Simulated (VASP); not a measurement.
# BiTe (Fm-3m) in VASP: a series of runs

Runs on BiTe. Level: PBE. Tasks: single point.

Everything below comes from runs of VASP 6.6.1. Logs are shortened: lines on timing, memory, paths and dates and some standing lists are left out, and cuts for length are marked.

### Step 1. The cell of the first run

The structure is cubic, space group Fm-3m (No. 225). The conventional cell has a = 6.470 Å, b = 6.470 Å, c = 6.470 Å, α = 90.00°, β = 90.00°, γ = 90.00°. Bi (site symmetry m-3m) has 6 Te at 3.23 Å within 4.3 Å. Te (site symmetry m-3m) has 6 Bi at 3.23 Å within 4.3 Å.

### Step 2. Single point, PBE

Contents of INCAR:

```
PREC = Accurate
ENCUT = 500
EDIFF = 1E-6
ISMEAR = -1
SIGMA = 0.15
LREAL = F
LASPH = T
NELM = 120
ALGO = Normal
ISIF = 2
LWAVE = F
LCHARG = F
GGA = PE
NBANDS = 18
GGA_COMPAT = F
```

Contents of KPOINTS:

```
Automatic mesh
0
Gamma
  6 6 6
```

Contents of POSCAR:

```
BiTe
1.0
    0.0000000000      3.2350000000      3.2350000000
    3.2350000000      0.0000000000      3.2350000000
    3.2350000000      3.2350000000      0.0000000000
Bi Te
1 1
Direct
    0.0000000000      0.0000000000      0.0000000000
    0.5000000000      0.5000000000      0.5000000000
```

Potentials or basis: VASP PAW PBE potentials, release 64 (Bi_d, Te).

On the command line:

```bash
> cat potpaw_PBE.64/Bi_d/POTCAR potpaw_PBE.64/Te/POTCAR > POTCAR
> mpirun -np 1 vasp_std > vasp.out
```

OUTCAR:

```text
PREC = Accurate
   ENCUT = 500
   EDIFF = 1E-6
   ISMEAR = -1
   LREAL = F
   LASPH = T
   NELM = 120
   ISIF = 2
   GGA = PE

 ion  position               nearest neighbor table
   1  0.000  0.000  0.000-   2 3.23   2 3.23   2 3.23   2 3.23   2 3.23   2 3.23
   2  0.500  0.500  0.500-   1 3.23   1 3.23   1 3.23   1 3.23   1 3.23   1 3.23

  LATTYP: Found a face centered cubic cell.
 ALAT       =     6.4700000000

  Lattice vectors:

 A1 = (   0.0000000000,   3.2350000000,   3.2350000000)
 A2 = (   3.2350000000,   0.0000000000,   3.2350000000)
 A3 = (   3.2350000000,   3.2350000000,   0.0000000000)

Analysis of symmetry for initial positions (statically):
=====================================================================
 Subroutine PRICEL returns:
 Original cell was already a primitive cell.

 Routine SETGRP: Setting up the symmetry group for a
 face centered cubic supercell.

 Subroutine GETGRP returns: Found 48 space group operations
 (whereof 48 operations were pure point group operations)
 out of a pool of 48 trial point group operations.

The static configuration has the point symmetry O_h .

Analysis of symmetry for dynamics (positions and initial velocities):
=====================================================================
 Subroutine PRICEL returns:
 Original cell was already a primitive cell.

 Routine SETGRP: Setting up the symmetry group for a
 face centered cubic supercell.

 Subroutine GETGRP returns: Found 48 space group operations
 (whereof 48 operations were pure point group operations)
 out of a pool of 48 trial point group operations.

The dynamic configuration has the point symmetry O_h .

 Subroutine INISYM returns: Found 48 space group operations
 (whereof 48 operations are pure point group operations),
 and found     1 'primitive' translations

----------------------------------------------------------------------------------------

                                     Primitive cell

  volume of cell :      67.7100

  direct lattice vectors                    reciprocal lattice vectors
     0.000000000  3.235000000  3.235000000    -0.154559505  0.154559505  0.154559505
     3.235000000  0.000000000  3.235000000     0.154559505 -0.154559505  0.154559505
     3.235000000  3.235000000  0.000000000     0.154559505  0.154559505 -0.154559505

  length of vectors
     4.574980874  4.574980874  4.574980874     0.267704916  0.267704916  0.267704916

  position of ions in fractional coordinates (direct lattice)
     0.000000000  0.000000000  0.000000000
     0.500000000  0.500000000  0.500000000

  ion indices of the primitive-cell ions
   primitive index   ion index
                 1           1
                 2           2

----------------------------------------------------------------------------------------

 KPOINTS: Automatic mesh

Automatic generation of k-mesh.
 Grid dimensions read from file:
 generate k-points for:    6    6    6

 Generating k-lattice:

  Cartesian coordinates                     Fractional coordinates (reciprocal lattice)
    -0.025759918  0.025759918  0.025759918     0.166666667  0.000000000  0.000000000
     0.025759918 -0.025759918  0.025759918     0.000000000  0.166666667  0.000000000
     0.025759918  0.025759918 -0.025759918     0.000000000  0.000000000  0.166666667

  Length of vectors
     0.044617486  0.044617486  0.044617486

  Shift w.r.t. Gamma in fractional coordinates (k-lattice)
     0.000000000  0.000000000  0.000000000

 Subroutine IBZKPT returns following result:
 ===========================================

 Found     16 irreducible k-points:

 Following reciprocal coordinates:
            Coordinates               Weight
  0.000000  0.000000  0.000000      1.000000
  0.166667  0.000000  0.000000      8.000000
  0.333333  0.000000  0.000000      8.000000
  0.500000  0.000000  0.000000      4.000000
  0.166667  0.166667  0.000000      6.000000
  0.333333  0.166667  0.000000     24.000000
[... 8 lines left out ...]
 -0.333333  0.333333  0.166667     24.000000
 -0.333333  0.500000  0.166667     12.000000
   k-points           NKPTS =     16   k-points in BZ     NKDIM =     16   number of bands    NBANDS=     18
   number of dos      NEDOS =    301   number of ions     NIONS =      2
   total plane-waves  NPLWV =  46656
   dimension x,y,z NGX =    36 NGY =   36 NGZ =   36
   dimension x,y,z NGXF=    72 NGYF=   72 NGZF=   72
   ions per type =               1   1
   NGX,Y,Z   is equivalent  to a cutoff of  13.08, 13.08, 13.08 a.u.
   NGXF,Y,Z  is equivalent  to a cutoff of  26.16, 26.16, 26.16 a.u.
 SYSTEM =  unknown system
   PREC   = accura    normal or accurate (medium, high low for compatibility)
   ISTART =      0    job   : 0-new  1-cont  2-samecut
   ICHARG =      2    charge: 1-file 2-atom 10-const
   ISPIN  =      1    spin polarized calculation?
   LNONCOLLINEAR =      F non collinear calculations
   LSORBIT =      F    spin-orbit coupling
   LASPH  =      T    aspherical Exc in radial PAW
   ENCUT  =  500.0 eV  36.75 Ry    6.06 a.u.   8.34  8.34  8.34*2*pi/ulx,y,z
   NELM   =    120;   NELMIN=  2; NELMDL= -5     # of ELM steps
   EDIFF  = 0.1E-05   stopping-criterion for ELM
   LREAL  =      F    real-space projection
   EDIFFG = 0.1E-04   stopping-criterion for IOM
   NSW    =      0    number of steps for IOM
   IBRION =     -1    ionic relax: 0-MD 1-quasi-New 2-CG
   NFREE  =      0    steps in history (QN), initial steepest desc. (CG)
   ISIF   =      2    stress and relaxation
   ISYM   =      2    0-nonsym 1-usesym 2-fastsym
   POTIM  = 0.5000    time-step for ionic-motion
   TEBEG  =    0.0;   TEEND  =   0.0 temperature during run
   PSTRESS=    0.0 pullay stress
   NELECT =      21.0000    total number of electrons
   NUPDOWN=      -1.0000    fix difference up-down
   EMIN   =  10.00;   EMAX   =-10.00  energy-range for DOS
   EFERMI =   0.00;   METHOD = LEGACY
   ISMEAR =    -1;   SIGMA  =   0.15  broadening in eV -4-tet -1-fermi 0-gaus
   EFERMI_NEDOS =   21; number of points for ismear=-14 and -15
   IALGO  =     38    algorithm
   IMIX   =      4    mixing-type and parameters
     AMIX     =   0.40;   BMIX     =  1.00
     AMIX_MAG =   1.60;   BMIX_MAG =  1.00
  volume/ion in A,a.u.               =      33.86       228.46
  Fermi-wavevector in a.u.,A,eV,Ry     =   1.108146  2.094092 16.707785  1.227988
  Thomas-Fermi vector in A             =   2.244669
   LORBIT       =      0    0 simple, 1 ext, 2 COOP (PROOUT), +10 PAW based schemes
   GGA     = PE    functional components
   LHFCALC =     F    Hartree Fock is set to
   AEXX    =    0.0000 exact exchange contribution
   IVDW    =     0    specifies the selected vdW correction
   LEPSILON=     F    determine dielectric tensor
   LRPA    =     F    only Hartree local field effects (RPA)
 non-spin polarized calculation
  energy-cutoff  :      500.00
  volume of cell :       67.71
 maximum number of plane-waves:      1759
 NGX is ok and might be reduce to    36
   NGX = 17   NGY = 17   NGZ = 17

 number of electron      21.0000001 magnetization

 Free energy of the ion-electron system (eV)
  ---------------------------------------------------
  ext. energy  EPLUGINS =         0.00000000
  ---------------------------------------------------
  free energy    TOTEN  =        -7.22539230 eV

  energy without entropy =       -7.11979818  energy(sigma->0) =       -7.17259524

 E-fermi :   6.6402     XC(G=0):  -9.4331

 val. band max:        6.5376075794   @ k =  -0.1667   0.1667   0.0000
 cond. band min:       6.6911033760   @ k =   0.3333   0.0000   0.0000
 fundamental gap:      0.1534957966
 Fermi energy:         6.6402477664

 k-point     1 :       0.0000    0.0000    0.0000
  band No.  band energies     occupation
      1     -16.4996      2.00000
      2     -16.4996      2.00000
      3     -16.4967      2.00000
      4     -16.4967      2.00000
      5     -16.4967      2.00000
      6      -6.8709      2.00000
[... 10 lines left out ...]
     17      12.7680      0.00000
     18      13.2099      0.00000

 k-point     2 :       0.1667    0.0000    0.0000
  band No.  band energies     occupation
      1     -16.5006      2.00000
      2     -16.5006      2.00000
      3     -16.4962      2.00000
      4     -16.4951      2.00000
      5     -16.4951      2.00000
      6      -6.6235      2.00000
[... 10 lines left out ...]
     17      14.2287      0.00000
     18      14.5874      0.00000

 k-point     3 :       0.3333    0.0000    0.0000
  band No.  band energies     occupation
      1     -16.5030      2.00000
      2     -16.5030      2.00000
      3     -16.4952      2.00000
      4     -16.4915      2.00000
      5     -16.4915      2.00000
      6      -5.9022      2.00000
[... 10 lines left out ...]
     17      16.1196      0.00000
     18      17.1449      0.00000

 k-point     4 :       0.5000    0.0000    0.0000
  band No.  band energies     occupation
      1     -16.5043      2.00000
      2     -16.5043      2.00000
      3     -16.4948      2.00000
      4     -16.4896      2.00000
      5     -16.4896      2.00000
      6      -4.9162      2.00000
[... 10 lines left out ...]
     17      14.8564      0.00000
     18      15.8683      0.00000

 k-point     5 :       0.1667    0.1667    0.0000
  band No.  band energies     occupation
      1     -16.5028      2.00000
      2     -16.4985      2.00000
      3     -16.4975      2.00000
      4     -16.4941      2.00000
      5     -16.4941      2.00000
      6      -6.5468      2.00000
[... 10 lines left out ...]
     17      13.2701      0.00000
     18      13.5903      0.00000

 k-point     6 :       0.3333    0.1667    0.0000
  band No.  band energies     occupation
      1     -16.5055      2.00000
      2     -16.4994      2.00000
      3     -16.4970      2.00000
      4     -16.4918      2.00000
      5     -16.4908      2.00000
      6      -6.0049      2.00000
[... 10 lines left out ...]
     17      14.8496      0.00000
     18      15.1437      0.00000

 k-point     7 :       0.5000    0.1667    0.0000
  band No.  band energies     occupation
      1     -16.5062      2.00000
      2     -16.5017      2.00000
      3     -16.4946      2.00000
      4     -16.4907      2.00000
      5     -16.4890      2.00000
      6      -5.0830      2.00000
[... 10 lines left out ...]
     17      15.4180      0.00000
     18      16.2346      0.00000

 k-point     8 :      -0.3333    0.1667    0.0000
  band No.  band energies     occupation
      1     -16.5042      2.00000
      2     -16.5030      2.00000
      3     -16.4940      2.00000
      4     -16.4908      2.00000
      5     -16.4907      2.00000
      6      -5.3934      2.00000
[... 10 lines left out ...]
     17      15.6046      0.00000
     18      16.0768      0.00000

 k-point     9 :      -0.1667    0.1667    0.0000
  band No.  band energies     occupation
      1     -16.5023      2.00000
      2     -16.5014      2.00000
      3     -16.4956      2.00000
      4     -16.4939      2.00000
      5     -16.4921      2.00000
      6      -6.2237      2.00000
[... 10 lines left out ...]
     17      13.7614      0.00000
     18      16.3874      0.00000

 k-point    10 :       0.3333    0.3333    0.0000
  band No.  band energies     occupation
      1     -16.5098      2.00000
      2     -16.4993      2.00000
      3     -16.4962      2.00000
      4     -16.4889      2.00000
      5     -16.4889      2.00000
      6      -5.7098      2.00000
[... 10 lines left out ...]
     17      15.3348      0.00000
     18      15.3348      0.00000

 k-point    11 :       0.5000    0.3333    0.0000
  band No.  band energies     occupation
      1     -16.5109      2.00000
      2     -16.4982      2.00000
      3     -16.4971      2.00000
      4     -16.4880      2.00000
      5     -16.4874      2.00000
      6      -5.1325      2.00000
[... 10 lines left out ...]
     17      16.2226      0.00000
     18      16.4728      0.00000

 k-point    12 :      -0.3333    0.3333    0.0000
  band No.  band energies     occupation
      1     -16.5080      2.00000
      2     -16.5000      2.00000
      3     -16.4942      2.00000
      4     -16.4904      2.00000
      5     -16.4887      2.00000
      6      -4.6650      2.00000
[... 10 lines left out ...]
     17      15.6415      0.00000
     18      18.5113      0.00000

 k-point    13 :       0.5000    0.5000    0.0000
  band No.  band energies     occupation
      1     -16.5137      2.00000
      2     -16.5001      2.00000
      3     -16.4950      2.00000
      4     -16.4862      2.00000
      5     -16.4862      2.00000
      6      -5.1129      2.00000
[... 10 lines left out ...]
     17      16.2852      0.00000
     18      17.2488      0.00000

 k-point    14 :       0.5000    0.3333    0.1667
  band No.  band energies     occupation
      1     -16.5075      2.00000
      2     -16.4996      2.00000
      3     -16.4962      2.00000
      4     -16.4902      2.00000
      5     -16.4890      2.00000
      6      -5.3913      2.00000
[... 10 lines left out ...]
     17      14.9242      0.00000
     18      16.4068      0.00000

 k-point    15 :      -0.3333    0.3333    0.1667
  band No.  band energies     occupation
      1     -16.5077      2.00000
      2     -16.5004      2.00000
      3     -16.4933      2.00000
      4     -16.4924      2.00000
      5     -16.4876      2.00000
      6      -4.6603      2.00000
[... 10 lines left out ...]
     17      15.9216      0.00000
     18      17.1301      0.00000

 k-point    16 :      -0.3333    0.5000    0.1667
  band No.  band energies     occupation
      1     -16.5105      2.00000
      2     -16.4979      2.00000
      3     -16.4967      2.00000
      4     -16.4898      2.00000
      5     -16.4862      2.00000
      6      -4.8064      2.00000
[... 10 lines left out ...]
     17      16.7603      0.00000
     18      17.0962      0.00000

------------------------ aborting loop because EDIFF is reached ----------------------------------------

  FORCE on cell =-STRESS in cart. coord.  units (eV):
  Direction    XX          YY          ZZ          XY          YZ          ZX
  --------------------------------------------------------------------------------------
  -------------------------------------------------------------------------------------
  Total        0.3446071      0.3446071      0.3446071      0.0000000      0.0000000      0.0000000
  in kB        8.1542114      8.1542114      8.1542114      0.0000000      0.0000000      0.0000000
  external PRESSURE =       8.1542114 kB  Pullay stress =       0.0000000 kB

 VOLUME and BASIS-vectors are now :
 -----------------------------------------------------------------------------
  energy-cutoff  :      500.00
  volume of cell :       67.71
      direct lattice vectors                 reciprocal lattice vectors
     0.000000000  3.235000000  3.235000000    -0.154559505  0.154559505  0.154559505
     3.235000000  0.000000000  3.235000000     0.154559505 -0.154559505  0.154559505
     3.235000000  3.235000000  0.000000000     0.154559505  0.154559505 -0.154559505

 POSITION                                       TOTAL-FORCE (eV/Angst)
 -----------------------------------------------------------------------------------
      0.00000      0.00000      0.00000        -0.000000      0.000000     -0.000000
      3.23500      3.23500      3.23500         0.000000     -0.000000      0.000000
 -----------------------------------------------------------------------------------
    total drift:                               -0.000000      0.000000      0.000000

  FREE ENERGIE OF THE ION-ELECTRON SYSTEM (eV)
  ---------------------------------------------------
  free  energy   TOTEN  =        -7.2253923043 eV

  energy  without entropy=       -7.1197981792  energy(sigma->0) =       -7.17259524
```

Run time: 14 s. Hardware: 1 thread of Intel Xeon 6975P-C, shared host; peak memory 0.21 GiB.

What came out:

```
Free energy : -7.2254 eV
Pressure    : 0.8 GPa
```

Levels at points of the mesh, in eV from the Fermi level:
```csv
k point,band 7,band 8,band 9,band 10,band 11,band 12,band 13,band 14
"(0.00, 0.00, 0.00)",-8.12,-2.53,-2.53,-2.53,2.17,2.17,2.17,4.68
"(0.50, 0.00, 0.00)",-11.24,-1.90,-1.90,-1.59,-0.80,-0.61,-0.61,7.34
"(0.50, 0.50, 0.00)",-9.94,-5.65,-4.00,-4.00,2.26,3.60,3.60,4.97
```

Caveat: spin-orbit coupling is left out, which moves the levels of the heavy elements.

### Step 3. Single point, PBE

Contents of INCAR:

```
SYSTEM = BiTe
PREC     = Accurate       ! precision mode
ENCUT    = 500            ! plane-wave cutoff, eV
EDIFF    = 1E-6           ! SCF threshold, eV
ISMEAR   = -1             ! smearing method
SIGMA    = 0.15           ! smearing width, eV
LREAL    = .False.        ! projectors in reciprocal space
LASPH    = .True.         ! aspherical terms in the spheres
NELM     = 120            ! most SCF steps
ALGO     = Normal         ! electronic algorithm
ISIF     = 2              ! what is computed and relaxed
LWAVE    = .False.        ! write WAVECAR
LCHARG   = .False.        ! write CHGCAR
GGA      = PE             ! functional
NBANDS   = 18             ! bands
GGA_COMPAT= .False.
```

Contents of KPOINTS:

```
Automatic mesh
0
Gamma
  6 6 6
  0 0 0
```

POSCAR is that of step 2.

Potentials or basis: VASP PAW PBE potentials, release 64 (Bi_d, Te).

On the command line:

```bash
> cat potpaw_PBE.64/Bi_d/POTCAR potpaw_PBE.64/Te/POTCAR > POTCAR
> mpirun -np 1 vasp_std > vasp.out
```

Run time: 16 s. Hardware: 1 thread of Intel Xeon 6975P-C, shared host; peak memory 0.21 GiB.

It converged, with:

```
Free energy : -7.2254 eV
Pressure    : 0.8 GPa
```

Levels at points of the mesh, in eV from the Fermi level:
```csv
k point,band 7,band 8,band 9,band 10,band 11,band 12,band 13,band 14
"(0.00, 0.00, 0.00)",-8.12,-2.53,-2.53,-2.53,2.17,2.17,2.17,4.68
"(0.50, 0.00, 0.00)",-11.24,-1.90,-1.90,-1.59,-0.80,-0.61,-0.61,7.34
"(0.50, 0.50, 0.00)",-9.94,-5.65,-4.00,-4.00,2.26,3.60,3.60,4.97
```

Caveat: spin-orbit coupling is left out, which moves the levels of the heavy elements.
